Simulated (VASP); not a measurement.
# BN (P6_3/mmc) in VASP: notebook

BN is run at these levels: PBEsol; tasks: single point.

All numbers are computed with VASP 6.6.1; they aren't measurements. Logs are shortened: lines on timing, memory, paths and dates and some standing lists are left out, and cuts for length are marked.

## (1) The cell of the first run

The structure is hexagonal, space group P6_3/mmc (No. 194). The conventional cell has a = 2.404 Å, b = 2.404 Å, c = 7.262 Å, α = 90.00°, β = 90.00°, γ = 120.00°. Within 1.9 Å of B (site symmetry -6m2) lie 3 N at 1.39 Å. N (site symmetry -6m2) has 3 B at 1.39 Å within 1.9 Å.

## (2) Single point, PBEsol (volume 9.089 Å^3 an atom, c/a of the conventional cell 3.0202)

File INCAR:

```
ALGO     = Normal         # electronic algorithm
EDIFF    = 1E-6           # SCF threshold, eV
ENCUT    = 520            # plane-wave cutoff, eV
GGA      = PS             # functional
ISIF     = 2              # what is computed and relaxed
ISMEAR   = 0              # smearing method
LASPH    = True           # aspherical terms in the spheres
LCHARG   = True           # write CHGCAR
LELF     = True           # ELF
LREAL    = False          # projectors in reciprocal space
LVHAR    = True         
LWAVE    = False          # write WAVECAR
NBANDS   = 16             # bands
NELM     = 80             # most SCF steps
PREC     = Accurate       # precision mode
SIGMA    = 0.05           # smearing width, eV
```

File KPOINTS:

```
k-points
0
Gamma
  12 12 4
```

File POSCAR:

```
BN
1.0
    2.4043808110      0.0000000000      0.0000000000
   -1.2021904055      2.0822548627      0.0000000000
    0.0000000000      0.0000000000      7.2617109254
B N
2 2
Direct
    0.3333333333      0.6666666667      0.2500000000
    0.6666666667      0.3333333333      0.7500000000
    0.3333333333      0.6666666667      0.7500000000
    0.6666666667      0.3333333333      0.2500000000
```

Potentials or basis: VASP PAW PBE potentials, release 64 (B, N).

Run with:

```console
$ cat potpaw_PBE.64/B/POTCAR potpaw_PBE.64/N/POTCAR > POTCAR
$ mpirun -np 1 vasp_std > vasp.out
```

OUTCAR:

```text
EDIFF = 1E-6
   ENCUT = 520
   GGA = PS
   ISIF = 2
   ISMEAR = 0
   LASPH = True
   LREAL = False
   NELM = 80
   PREC = Accurate

 ion  position               nearest neighbor table
   1  0.333  0.667  0.250-   4 1.39   4 1.39   4 1.39
   2  0.667  0.333  0.750-   3 1.39   3 1.39   3 1.39
   3  0.333  0.667  0.750-   2 1.39   2 1.39   2 1.39
   4  0.667  0.333  0.250-   1 1.39   1 1.39   1 1.39

  LATTYP: Found a hexagonal cell.
 ALAT       =     2.4043808110
 C/A-ratio  =     3.0202000000

  Lattice vectors:

 A1 = (   2.4043808110,   0.0000000000,   0.0000000000)
 A2 = (  -1.2021904055,   2.0822548627,   0.0000000000)
 A3 = (   0.0000000000,   0.0000000000,   7.2617109254)

Analysis of symmetry for initial positions (statically):
=====================================================================
 Subroutine PRICEL returns:
 Original cell was already a primitive cell.

 Routine SETGRP: Setting up the symmetry group for a
 hexagonal supercell.

 Subroutine GETGRP returns: Found 24 space group operations
 (whereof 12 operations were pure point group operations)
 out of a pool of 24 trial point group operations.

The static configuration has the point symmetry D_3d.
 The point group associated with its full space group is D_6h.

Analysis of symmetry for dynamics (positions and initial velocities):
=====================================================================
 Subroutine PRICEL returns:
 Original cell was already a primitive cell.

 Routine SETGRP: Setting up the symmetry group for a
 hexagonal supercell.

 Subroutine GETGRP returns: Found 24 space group operations
 (whereof 12 operations were pure point group operations)
 out of a pool of 24 trial point group operations.

The dynamic configuration has the point symmetry D_3d.
 The point group associated with its full space group is D_6h.

 Subroutine INISYM returns: Found 24 space group operations
 (whereof 12 operations are pure point group operations),
 and found     1 'primitive' translations

----------------------------------------------------------------------------------------

                                     Primitive cell

  volume of cell :      36.3560

  direct lattice vectors                    reciprocal lattice vectors
     2.404380811  0.000000000  0.000000000     0.415907495  0.240124304  0.000000000
    -1.202190405  2.082254863  0.000000000     0.000000000  0.480248608  0.000000000
     0.000000000  0.000000000  7.261710925     0.000000000  0.000000000  0.137708594

  length of vectors
     2.404380811  2.404380811  7.261710925     0.480248608  0.480248608  0.137708594

  position of ions in fractional coordinates (direct lattice)
     0.333333333  0.666666667  0.250000000
     0.666666667  0.333333333  0.750000000
     0.333333333  0.666666667  0.750000000
     0.666666667  0.333333333  0.250000000

  ion indices of the primitive-cell ions
   primitive index   ion index
                 1           1
                 2           2
                 3           3
                 4           4

----------------------------------------------------------------------------------------

 KPOINTS: k-points

Automatic generation of k-mesh.
 Grid dimensions read from file:
 generate k-points for:   12   12    4

 Generating k-lattice:

  Cartesian coordinates                     Fractional coordinates (reciprocal lattice)
     0.034658958  0.020010359  0.000000000     0.083333333  0.000000000  0.000000000
     0.000000000  0.040020717  0.000000000     0.000000000  0.083333333  0.000000000
     0.000000000  0.000000000  0.034427148     0.000000000  0.000000000  0.250000000

  Length of vectors
     0.040020717  0.040020717  0.034427148

  Shift w.r.t. Gamma in fractional coordinates (k-lattice)
     0.000000000  0.000000000  0.000000000

 Subroutine IBZKPT returns following result:
 ===========================================

 Found     57 irreducible k-points:

 Following reciprocal coordinates:
            Coordinates               Weight
  0.000000  0.000000  0.000000      1.000000
  0.083333 -0.000000  0.000000      6.000000
  0.166667 -0.000000  0.000000      6.000000
  0.250000 -0.000000  0.000000      6.000000
  0.333333 -0.000000  0.000000      6.000000
  0.416667 -0.000000  0.000000      6.000000
[... 16 lines left out ...]
  0.250000 -0.000000  0.250000     12.000000
  0.333333 -0.000000  0.250000     12.000000
 [... further k-points ...]
   k-points           NKPTS =     57   k-points in BZ     NKDIM =     57   number of bands    NBANDS=     16
   number of dos      NEDOS =    301   number of ions     NIONS =      4
   total plane-waves  NPLWV =  17496
   dimension x,y,z NGX =    18 NGY =   18 NGZ =   54
   dimension x,y,z NGXF=    36 NGYF=   36 NGZF=  108
   ions per type =               2   2
   NGX,Y,Z   is equivalent  to a cutoff of  12.45, 12.45, 12.36 a.u.
   NGXF,Y,Z  is equivalent  to a cutoff of  24.89, 24.89, 24.72 a.u.
 SYSTEM =  unknown system
   PREC   = accura    normal or accurate (medium, high low for compatibility)
   ISTART =      0    job   : 0-new  1-cont  2-samecut
   ICHARG =      2    charge: 1-file 2-atom 10-const
   ISPIN  =      1    spin polarized calculation?
   LNONCOLLINEAR =      F non collinear calculations
   LSORBIT =      F    spin-orbit coupling
   LASPH  =      T    aspherical Exc in radial PAW
   ENCUT  =  520.0 eV  38.22 Ry    6.18 a.u.   4.47  4.47 13.50*2*pi/ulx,y,z
   NELM   =     80;   NELMIN=  2; NELMDL= -5     # of ELM steps
   EDIFF  = 0.1E-05   stopping-criterion for ELM
   LREAL  =      F    real-space projection
   EDIFFG = 0.1E-04   stopping-criterion for IOM
   NSW    =      0    number of steps for IOM
   IBRION =     -1    ionic relax: 0-MD 1-quasi-New 2-CG
   NFREE  =      0    steps in history (QN), initial steepest desc. (CG)
   ISIF   =      2    stress and relaxation
   ISYM   =      2    0-nonsym 1-usesym 2-fastsym
   POTIM  = 0.5000    time-step for ionic-motion
   TEBEG  =    0.0;   TEEND  =   0.0 temperature during run
   PSTRESS=    0.0 pullay stress
   NELECT =      16.0000    total number of electrons
   NUPDOWN=      -1.0000    fix difference up-down
   EMIN   =  10.00;   EMAX   =-10.00  energy-range for DOS
   EFERMI =   0.00;   METHOD = LEGACY
   ISMEAR =     0;   SIGMA  =   0.05  broadening in eV -4-tet -1-fermi 0-gaus
   EFERMI_NEDOS =   21; number of points for ismear=-14 and -15
   IALGO  =     38    algorithm
   IMIX   =      4    mixing-type and parameters
     AMIX     =   0.40;   BMIX     =  1.00
     AMIX_MAG =   1.60;   BMIX_MAG =  1.00
  volume/ion in A,a.u.               =       9.09        61.34
  Fermi-wavevector in a.u.,A,eV,Ry     =   1.245249  2.353179 21.097800  1.550645
  Thomas-Fermi vector in A             =   2.379479
   LORBIT       =      0    0 simple, 1 ext, 2 COOP (PROOUT), +10 PAW based schemes
   GGA     = PS    functional components
   LHFCALC =     F    Hartree Fock is set to
   AEXX    =    0.0000 exact exchange contribution
   IVDW    =     0    specifies the selected vdW correction
   LEPSILON=     F    determine dielectric tensor
   LRPA    =     F    only Hartree local field effects (RPA)
 non-spin polarized calculation
 Gauss-broadening in eV      SIGMA  =   0.05
  energy-cutoff  :      520.00
  volume of cell :       36.36
 maximum number of plane-waves:      1012
 NGX is ok and might be reduce to    18
   NGX =  9   NGY =  9   NGZ = 27

 number of electron      16.0000006 magnetization

 Free energy of the ion-electron system (eV)
  ---------------------------------------------------
  ext. energy  EPLUGINS =         0.00000000
  ---------------------------------------------------
  free energy    TOTEN  =       -36.12713596 eV

  energy without entropy =      -36.12713596  energy(sigma->0) =      -36.12713596

 E-fermi :   2.2904     XC(G=0):  -9.9208

 val. band max:        2.0198155321   @ k =   0.3333   0.3333   0.5000
 cond. band min:       6.5368554906   @ k =   0.5000  -0.0000   0.0000
 fundamental gap:      4.5170399585
 Fermi energy:         2.2903589426

 k-point     1 :       0.0000    0.0000    0.0000
  band No.  band energies     occupation
      1     -16.4165      2.00000
      2     -16.2756      2.00000
      3      -4.5612      2.00000
      4      -3.2568      2.00000
      5       0.8705      2.00000
      6       0.8705      2.00000
[... 8 lines left out ...]
     15      15.0708      0.00000
     16      16.2724      0.00000

 k-point     2 :       0.0833   -0.0000    0.0000
  band No.  band energies     occupation
      1     -16.2691      2.00000
      2     -16.1307      2.00000
      3      -4.3564      2.00000
      4      -3.0644      2.00000
      5       0.2805      2.00000
      6       0.2859      2.00000
[... 8 lines left out ...]
     15      15.4565      0.00000
     16      15.7462      0.00000

 k-point     3 :       0.1667   -0.0000    0.0000
  band No.  band energies     occupation
      1     -15.8335      2.00000
      2     -15.7026      2.00000
      3      -3.7492      2.00000
      4      -2.4966      2.00000
      5      -1.2276      2.00000
      6      -1.2211      2.00000
[... 8 lines left out ...]
     15      16.9715      0.00000
     16      17.0818      0.00000

 k-point     4 :       0.2500   -0.0000    0.0000
  band No.  band energies     occupation
      1     -15.1354      2.00000
      2     -15.0175      2.00000
      3      -3.1622      2.00000
      4      -3.1467      2.00000
      5      -2.7662      2.00000
      6      -1.5881      2.00000
[... 8 lines left out ...]
     15      17.6999      0.00000
     16      19.6469      0.00000

 k-point     5 :       0.3333   -0.0000    0.0000
  band No.  band energies     occupation
      1     -14.2405      2.00000
      2     -14.1424      2.00000
      3      -5.1147      2.00000
      4      -5.0877      2.00000
      5      -1.6747      2.00000
      6      -1.6541      2.00000
[... 8 lines left out ...]
     15      18.5262      0.00000
     16      21.5189      0.00000

 k-point     6 :       0.4167   -0.0000    0.0000
  band No.  band energies     occupation
      1     -13.3299      2.00000
      2     -13.2643      2.00000
      3      -6.7074      2.00000
      4      -6.6773      2.00000
      5      -2.1346      2.00000
      6      -2.1130      2.00000
[... 8 lines left out ...]
     15      17.3202      0.00000
     16      20.1030      0.00000
[... 267 lines left out ...]
 k-point    21 :       0.0833   -0.0000    0.2500
  band No.  band energies     occupation
      1     -16.2493      2.00000
      2     -16.1515      2.00000
      3      -4.1923      2.00000
      4      -3.2855      2.00000
      5       0.2820      2.00000
      6       0.2862      2.00000
[... 8 lines left out ...]
     15      15.6127      0.00000
     16      15.7504      0.00000

 k-point    22 :       0.1667   -0.0000    0.2500
  band No.  band energies     occupation
      1     -15.8148      2.00000
      2     -15.7223      2.00000
      3      -3.5903      2.00000
      4      -2.7118      2.00000
      5      -1.2243      2.00000
      6      -1.2187      2.00000
[... 8 lines left out ...]
     15      17.0889      0.00000
     16      17.1248      0.00000

 k-point    23 :       0.2500   -0.0000    0.2500
  band No.  band energies     occupation
      1     -15.1185      2.00000
      2     -15.0351      2.00000
      3      -3.1665      2.00000
      4      -3.1522      2.00000
      5      -2.6068      2.00000
      6      -1.7820      2.00000
[... 8 lines left out ...]
     15      19.0536      0.00000
     16      19.6550      0.00000

 k-point    24 :       0.3333   -0.0000    0.2500
  band No.  band energies     occupation
      1     -14.2265      2.00000
      2     -14.1571      2.00000
      3      -5.1116      2.00000
      4      -5.0924      2.00000
      5      -1.6717      2.00000
      6      -1.6571      2.00000
[... 8 lines left out ...]
     15      19.4710      0.00000
     16      21.2400      0.00000

 [... further k-points ...]
[... 5 lines left out ...]
  --------------------------------------------------------------------------------------
  -------------------------------------------------------------------------------------
  Total       11.0293184     11.0293184     -0.0725614     -0.0000000      0.0000000      0.0000000
  in kB      486.0524777    486.0524777     -3.1977189     -0.0000000      0.0000000      0.0000000
  external PRESSURE =     322.9690788 kB  Pullay stress =       0.0000000 kB

 VOLUME and BASIS-vectors are now :
 -----------------------------------------------------------------------------
  energy-cutoff  :      520.00
  volume of cell :       36.36
      direct lattice vectors                 reciprocal lattice vectors
     2.404380811  0.000000000  0.000000000     0.415907495  0.240124304  0.000000000
    -1.202190405  2.082254863  0.000000000     0.000000000  0.480248608  0.000000000
     0.000000000  0.000000000  7.261710925     0.000000000  0.000000000  0.137708594

 POSITION                                       TOTAL-FORCE (eV/Angst)
 -----------------------------------------------------------------------------------
     -0.00000      1.38817      1.81543        -0.000000     -0.000000      0.000000
      1.20219      0.69408      5.44628         0.000000      0.000000      0.000000
     -0.00000      1.38817      5.44628        -0.000000      0.000000      0.000000
      1.20219      0.69408      1.81543        -0.000000     -0.000000      0.000000
 -----------------------------------------------------------------------------------
    total drift:                               -0.000000      0.000000      0.000000

  FREE ENERGIE OF THE ION-ELECTRON SYSTEM (eV)
  ---------------------------------------------------
  free  energy   TOTEN  =       -36.1271359594 eV

  energy  without entropy=      -36.1271359594  energy(sigma->0) =      -36.12713596
```

It used 25 s of CPU time on 1 thread of Intel(R) Xeon(R) Platinum 8259CL CPU @ 2.50GHz (Skylake/Cascade Lake), on a shared host.

Results:

```yaml
Free_energy: -36.1271 eV
Pressure: 32.3 GPa
Band_gap_on_the_k_mesh: 4.52 eV, indirect (least direct gap 4.91 eV)
```

Caveat: the PAW data sets were made with another functional, which shifts forces and pressure a little; this functional lacks dispersion, which binds the layers, so the pressure and a relaxed spacing across them are unreliable.

## (3) Single point, PBEsol (volume 9.089 Å^3 an atom, c/a of the conventional cell 2.7425)

File INCAR:

```
ALGO     = Normal         # electronic algorithm
EDIFF    = 1E-7           # SCF threshold, eV
ENCUT    = 520            # plane-wave cutoff, eV
GGA      = PS             # functional
ISIF     = 2              # what is computed and relaxed
ISMEAR   = 0              # smearing method
LASPH    = T              # aspherical terms in the spheres
LCHARG   = T              # write CHGCAR
LELF     = T              # ELF
LREAL    = F              # projectors in reciprocal space
LVHAR    = T            
LWAVE    = F              # write WAVECAR
NBANDS   = 16             # bands
NELM     = 80             # most SCF steps
PREC     = Accurate       # precision mode
SIGMA    = 0.05           # smearing width, eV
```

KPOINTS is that of step 2.

File POSCAR:

```
BN
1.0
    2.4829402893      0.0000000000      0.0000000000
   -1.2414701447      2.1502893666      0.0000000000
    0.0000000000      0.0000000000      6.8094637435
B N
2 2
Direct
    0.3333333333      0.6666666667      0.2500000000
    0.6666666667      0.3333333333      0.7500000000
    0.3333333333      0.6666666667      0.7500000000
    0.6666666667      0.3333333333      0.2500000000
```

Potentials or basis: VASP PAW PBE potentials, release 64 (B, N).

Run with:

```console
$ cat potpaw_PBE.64/B/POTCAR potpaw_PBE.64/N/POTCAR > POTCAR
$ mpirun -np 1 vasp_std > vasp.out
```

Run time: 57 s. Hardware: 1 thread of Intel Xeon Platinum 8259CL at 2.50GHz (Skylake/Cascade Lake), shared host; peak memory 0.15 GiB.

The run converged. Its results:

```
Free energy            : -36.5482 eV
Pressure               : 6.8 GPa
Band gap on the k mesh : 4.25 eV, indirect (least direct gap 4.65 eV)
```

Stress tensor (GPa, compression positive):
```
9.97 0.00 0.00
0.00 9.97 0.00
0.00 0.00 0.31
```

Levels at points of the mesh, in eV from the valence-band top:
```
           k point  band 5  band 6  band 7  band 8  band 9  band 10  band 11  band 12
(0.00, 0.00, 0.00)   -1.28   -1.28   -1.25   -1.25    4.90     9.94    11.73    11.73
(0.50, 0.00, 0.00)   -4.17   -4.12   -1.41   -0.52    4.25     5.53     9.65    10.18
(0.00, 0.00, 0.50)   -1.26   -1.26   -1.26   -1.26    7.19     7.19    11.78    11.78
(0.50, 0.00, 0.50)   -4.14   -4.14   -0.95   -0.95    4.70     4.70    10.10    10.10
```

Caveat: the PAW data sets were made with another functional, which shifts forces and pressure a little; this functional lacks dispersion, which binds the layers, so the pressure and a relaxed spacing across them are unreliable.
